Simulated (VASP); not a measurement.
# GaP (F-43m) in VASP: single point with PBEsol

Aim: the single point of GaP with PBEsol.

All numbers are computed with VASP 6.6.1; they aren't measurements. Logs are shortened: lines on timing, memory, paths and dates and some standing lists are left out, and cuts for length are marked.

### Step 1. The cell of the first run

Symmetry: F-43m, No. 216, cubic system. The conventional cell has a = 5.451 Å, b = 5.451 Å, c = 5.451 Å, α = 90.00°, β = 90.00°, γ = 90.00°. Within 3.1 Å of Ga (site symmetry -43m) lie 4 P at 2.36 Å. Within 3.1 Å of P (site symmetry -43m) lie 4 Ga at 2.36 Å.

### Step 2. Single point, PBEsol

INCAR

```
ALGO     = Normal         # electronic algorithm
EDIFF    = 1E-6           # SCF threshold, eV
ENCUT    = 520            # plane-wave cutoff, eV
GGA      = PS             # functional
ISIF     = 2              # what is computed and relaxed
ISMEAR   = 0              # smearing method
LASPH    = True           # aspherical terms in the spheres
LCHARG   = False          # write CHGCAR
LREAL    = False          # projectors in reciprocal space
LWAVE    = False          # write WAVECAR
NBANDS   = 16             # bands
NELM     = 80             # most SCF steps
PREC     = Accurate       # precision mode
SIGMA    = 0.01           # smearing width, eV
```

KPOINTS

```
k-points
0
Gamma
  4 4 4
```

POSCAR

```
GaP
1.0
    0.0000000000      2.7252500000      2.7252500000
    2.7252500000      0.0000000000      2.7252500000
    2.7252500000      2.7252500000      0.0000000000
Ga P
1 1
Direct
    0.0000000000      0.0000000000      0.0000000000
    0.2500000000      0.2500000000      0.2500000000
```

Potentials or basis: VASP PAW PBE potentials, release 64 (Ga_d, P).

On the command line:

```
> cat potpaw_PBE.64/Ga_d/POTCAR potpaw_PBE.64/P/POTCAR > POTCAR
> mpirun -np 1 vasp_std > vasp.out
```

OUTCAR:

```text
EDIFF = 1E-6
   ENCUT = 520
   GGA = PS
   ISIF = 2
   ISMEAR = 0
   LASPH = True
   LREAL = False
   NELM = 80
   PREC = Accurate

 ion  position               nearest neighbor table
   1  0.000  0.000  0.000-   2 2.36   2 2.36   2 2.36   2 2.36
   2  0.250  0.250  0.250-   1 2.36   1 2.36   1 2.36   1 2.36

  LATTYP: Found a face centered cubic cell.
 ALAT       =     5.4505000000

  Lattice vectors:

 A1 = (   0.0000000000,   2.7252500000,   2.7252500000)
 A2 = (   2.7252500000,   0.0000000000,   2.7252500000)
 A3 = (   2.7252500000,   2.7252500000,   0.0000000000)

Analysis of symmetry for initial positions (statically):
=====================================================================
 Subroutine PRICEL returns:
 Original cell was already a primitive cell.

 Routine SETGRP: Setting up the symmetry group for a
 face centered cubic supercell.

 Subroutine GETGRP returns: Found 24 space group operations
 (whereof 24 operations were pure point group operations)
 out of a pool of 48 trial point group operations.

The static configuration has the point symmetry T_d .

Analysis of symmetry for dynamics (positions and initial velocities):
=====================================================================
 Subroutine PRICEL returns:
 Original cell was already a primitive cell.

 Routine SETGRP: Setting up the symmetry group for a
 face centered cubic supercell.

 Subroutine GETGRP returns: Found 24 space group operations
 (whereof 24 operations were pure point group operations)
 out of a pool of 48 trial point group operations.

The dynamic configuration has the point symmetry T_d .

 Subroutine INISYM returns: Found 24 space group operations
 (whereof 24 operations are pure point group operations),
 and found     1 'primitive' translations

----------------------------------------------------------------------------------------

                                     Primitive cell

  volume of cell :      40.4808

  direct lattice vectors                    reciprocal lattice vectors
     0.000000000  2.725250000  2.725250000    -0.183469406  0.183469406  0.183469406
     2.725250000  0.000000000  2.725250000     0.183469406 -0.183469406  0.183469406
     2.725250000  2.725250000  0.000000000     0.183469406  0.183469406 -0.183469406

  length of vectors
     3.854085511  3.854085511  3.854085511     0.317778334  0.317778334  0.317778334

  position of ions in fractional coordinates (direct lattice)
[... 61 lines left out ...]
   NELM   =     80;   NELMIN=  2; NELMDL= -5     # of ELM steps
   EDIFF  = 0.1E-05   stopping-criterion for ELM
   LREAL  =      F    real-space projection
   EDIFFG = 0.1E-04   stopping-criterion for IOM
   NSW    =      0    number of steps for IOM
   IBRION =     -1    ionic relax: 0-MD 1-quasi-New 2-CG
   NFREE  =      0    steps in history (QN), initial steepest desc. (CG)
   ISIF   =      2    stress and relaxation
   ISYM   =      2    0-nonsym 1-usesym 2-fastsym
   POTIM  = 0.5000    time-step for ionic-motion
   TEBEG  =    0.0;   TEEND  =   0.0 temperature during run
   PSTRESS=    0.0 pullay stress
   NELECT =      18.0000    total number of electrons
   NUPDOWN=      -1.0000    fix difference up-down
   EMIN   =  10.00;   EMAX   =-10.00  energy-range for DOS
   EFERMI =   0.00;   METHOD = LEGACY
   ISMEAR =     0;   SIGMA  =   0.01  broadening in eV -4-tet -1-fermi 0-gaus
   EFERMI_NEDOS =   21; number of points for ismear=-14 and -15
   IALGO  =     38    algorithm
   IMIX   =      4    mixing-type and parameters
     AMIX     =   0.40;   BMIX     =  1.00
     AMIX_MAG =   1.60;   BMIX_MAG =  1.00
  volume/ion in A,a.u.               =      20.24       136.59
  Fermi-wavevector in a.u.,A,eV,Ry     =   1.249538  2.361284 21.243377  1.561344
  Thomas-Fermi vector in A             =   2.383574
   LORBIT       =      0    0 simple, 1 ext, 2 COOP (PROOUT), +10 PAW based schemes
   GGA     = PS    functional components
   LHFCALC =     F    Hartree Fock is set to
   AEXX    =    0.0000 exact exchange contribution
   IVDW    =     0    specifies the selected vdW correction
   LEPSILON=     F    determine dielectric tensor
   LRPA    =     F    only Hartree local field effects (RPA)
 non-spin polarized calculation
 Gauss-broadening in eV      SIGMA  =   0.01
  energy-cutoff  :      520.00
  volume of cell :       40.48
 maximum number of plane-waves:      1106
 NGX is ok and might be reduce to    30
   NGX = 15   NGY = 15   NGZ = 15

 number of electron      17.9999989 magnetization

 Free energy of the ion-electron system (eV)
  ---------------------------------------------------
  ext. energy  EPLUGINS =         0.00000000
  ---------------------------------------------------
  free energy    TOTEN  =        -9.77255009 eV

  energy without entropy =       -9.77255009  energy(sigma->0) =       -9.77255009

 E-fermi :   4.6626     XC(G=0): -10.0021

 val. band max:        4.6172970309   @ k =   0.0000   0.0000   0.0000
 cond. band min:       6.1017505902   @ k =   0.5000   0.5000   0.0000
 fundamental gap:      1.4844535593
 Fermi energy:         4.6626197918

 k-point     1 :       0.0000    0.0000    0.0000
  band No.  band energies     occupation
      1      -9.9728      2.00000
      2      -9.9728      2.00000
      3      -9.9728      2.00000
      4      -9.8736      2.00000
      5      -9.8736      2.00000
      6      -7.9168      2.00000
[... 129 lines left out ...]
      3      -9.9129      2.00000
      4      -9.8891      2.00000
      5      -9.8649      2.00000
      6      -4.8051      2.00000
[... 8 lines left out ...]
     15      16.4835      0.00000
     16      18.3205      0.00000

------------------------ aborting loop because EDIFF is reached ----------------------------------------

  FORCE on cell =-STRESS in cart. coord.  units (eV):
  Direction    XX          YY          ZZ          XY          YZ          ZX
  --------------------------------------------------------------------------------------
  -------------------------------------------------------------------------------------
  Total       -0.0524673     -0.0524673     -0.0524673     -0.0000000      0.0000000     -0.0000000
  in kB       -2.0765880     -2.0765880     -2.0765880     -0.0000000      0.0000000     -0.0000000
  external PRESSURE =      -2.0765880 kB  Pullay stress =       0.0000000 kB

 VOLUME and BASIS-vectors are now :
 -----------------------------------------------------------------------------
  energy-cutoff  :      520.00
  volume of cell :       40.48
      direct lattice vectors                 reciprocal lattice vectors
     0.000000000  2.725250000  2.725250000    -0.183469406  0.183469406  0.183469406
     2.725250000  0.000000000  2.725250000     0.183469406 -0.183469406  0.183469406
     2.725250000  2.725250000  0.000000000     0.183469406  0.183469406 -0.183469406

 POSITION                                       TOTAL-FORCE (eV/Angst)
 -----------------------------------------------------------------------------------
      0.00000      0.00000      0.00000         0.000000     -0.000000      0.000000
      1.36262      1.36262      1.36262        -0.000000      0.000000     -0.000000
 -----------------------------------------------------------------------------------
    total drift:                                0.000000      0.000000      0.000000

  FREE ENERGIE OF THE ION-ELECTRON SYSTEM (eV)
  ---------------------------------------------------
  free  energy   TOTEN  =        -9.7725500932 eV

  energy  without entropy=       -9.7725500932  energy(sigma->0) =       -9.77255009
```

OSZICAR:

```text
N       E                     dE             d eps       ncg     rms          rms(c)
DAV:   1     0.673548126792E+02    0.67355E+02   -0.89717E+03   272   0.159E+03
DAV:   2    -0.500446605284E+01   -0.72359E+02   -0.69378E+02   296   0.282E+02
DAV:   3    -0.100158041253E+02   -0.50113E+01   -0.49950E+01   328   0.607E+01
DAV:   4    -0.100868424910E+02   -0.71038E-01   -0.71029E-01   304   0.737E+00
DAV:   5    -0.100880840768E+02   -0.12416E-02   -0.12415E-02   320   0.781E-01    0.414E+00
DAV:   6    -0.981737236757E+01    0.27071E+00   -0.37783E-01   408   0.117E+01    0.266E+00
DAV:   7    -0.977486169118E+01    0.42511E-01   -0.88033E-02   344   0.226E+00    0.101E+00
DAV:   8    -0.977223596626E+01    0.26257E-02   -0.13799E-02   312   0.133E+00    0.193E-01
DAV:   9    -0.977247696805E+01   -0.24100E-03   -0.11152E-03   352   0.434E-01    0.612E-02
DAV:  10    -0.977251437562E+01   -0.37408E-04   -0.67018E-05   368   0.928E-02    0.261E-02
DAV:  11    -0.977255010069E+01   -0.35725E-04   -0.36096E-05   296   0.565E-02    0.640E-03
DAV:  12    -0.977255009317E+01    0.75229E-08   -0.10551E-06   280   0.110E-02
   1 F= -.97725501E+01 E0= -.97725501E+01  d E =-.317060E-12
```

stdout:

```text
POSCAR found type information on POSCAR GaP
 POSCAR found :  2 types and       2 ions
 scaLAPACK will be used
 -----------------------------------------------------------------------------
|                                                                             |
|                                                                             |
|     You enforced a specific xc type in the INCAR file but a different       |
|     I HOPE YOU KNOW WHAT YOU ARE DOING!                                     |
|                                                                             |
 -----------------------------------------------------------------------------

 LDA part: xc-table for (Slater+PW92), standard interpolation
 POSCAR, INCAR and KPOINTS ok, starting setup
 FFT: planning ... GRIDC
 FFT: planning ... GRID_SOFT
 FFT: planning ... GRID
 WAVECAR not read
 entering main loop
```

It took 18 s on 1 thread of Intel Xeon 8259CL, shared host; peak memory 0.16 GiB.

Results:

```yaml
Free_energy: -9.7726 eV
Pressure: -0.2 GPa
Band_gap_on_the_k_mesh: 1.48 eV, indirect (least direct gap 1.74 eV)
```

Levels at points of the mesh, in eV from the valence-band top:
| k point | band 5 | band 6 | band 7 | band 8 | band 9 | band 10 | band 11 | band 12 | band 13 | band 14 |
| --- | --- | --- | --- | --- | --- | --- | --- | --- | --- | --- |
| (0.00, 0.00, 0.00) | -14.49 | -12.53 | 0.00 | 0.00 | 0.00 | 1.74 | 3.79 | 3.79 | 3.79 | 8.54 |
| (0.50, 0.00, 0.00) | -14.48 | -10.44 | -6.72 | -1.14 | -1.14 | 1.56 | 4.62 | 4.62 | 8.06 | 10.73 |
| (0.50, 0.50, 0.00) | -14.47 | -9.52 | -6.83 | -2.73 | -2.73 | 1.48 | 1.69 | 10.53 | 10.53 | 11.08 |

Caveat: the k points lie up to 0.50 Å⁻¹ apart; the PAW data sets were made with another functional, which shifts forces and pressure a little. A k mesh can miss the band edges.
